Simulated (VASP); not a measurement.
Runs of VASP 6.6.1 on F. The structure is that of space group C2/c (No. 15), or close to it. The cells are those of the table. 

```tsv
cell	gap on the mesh (eV)	pressure (GPa)	largest force (eV/Å)
a = 3.047, b = 3.047, c = 6.709 Å, angles 94.1, 94.1, 63.6°, 4 atoms	2.50	(d)	(b)
a = 3.007, b = 3.007, c = 6.622 Å, angles 94.1, 94.1, 63.6°, 4 atoms	(c)	3.3	0.52
a = 3.027, b = 3.027, c = 6.665 Å, angles 94.1, 94.1, 63.6°, 4 atoms	2.59	2.1	0.20
a = 2.967, b = 2.967, c = 6.532 Å, angles 94.1, 94.1, 63.6°, 4 atoms	2.87	6.2	(a)
a = 2.946, b = 2.946, c = 6.486 Å, angles 94.1, 94.1, 63.6°, 4 atoms	2.97	7.9	1.64
a = 3.066, b = 3.066, c = 6.751 Å, angles 94.1, 94.1, 63.6°, 4 atoms	2.42	-0.1	0.39
a = 2.987, b = 2.987, c = 6.577 Å, angles 94.1, 94.1, 63.6°, 4 atoms	2.77	4.7	0.87
```

Alike in all rows: task single point; level PBE; potentials or basis VASP PAW PBE potentials, release 64 (F); no spin polarisation; k mesh 10 × 10 × 4; cutoff (eV) 520; smearing fermi-dirac 0.05 eV.

**Question.** Fill in the values left out.

**Answer.** (a) 1.24; (b) 0.11; (c) 2.67; (d) 1.0.

Caveats: forces of over 1 eV/Å act on the atoms, so gaps and moduli don't describe the material at rest (some runs).

A k mesh can miss the band edges.
